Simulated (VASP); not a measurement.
Here is a VASP 6.6.1 calculation.

The input INCAR:

```
PREC = Accurate ; ENCUT = 520
EDIFF = 1E-6 ; ISMEAR = -1
SIGMA = 0.1 ; LREAL = False
LASPH = True ; NELM = 80
ALGO = Normal ; ISIF = 2
LWAVE = False ; LCHARG = False
NBANDS = 12
```

The input KPOINTS:

```
Automatic mesh
0
Gamma
  16 16 16
```

File POSCAR:

```
Ag
1.0
    2.4154801751      0.0000000000      0.0000000000
    0.0000000000      2.4154801751      0.0000000000
    0.0000000000      0.0000000000      2.4154801751
Ag
1
Direct
    0.0000000000      0.0000000000      0.0000000000
```

Potentials or basis: VASP PAW LDA potentials, release 64 (Ag).

Launch:

```bash
$ cat potpaw_LDA.64/Ag/POTCAR > POTCAR
$ mpirun -np 1 vasp_std > vasp.out
```

Predict the pressure.

60.8 GPa.
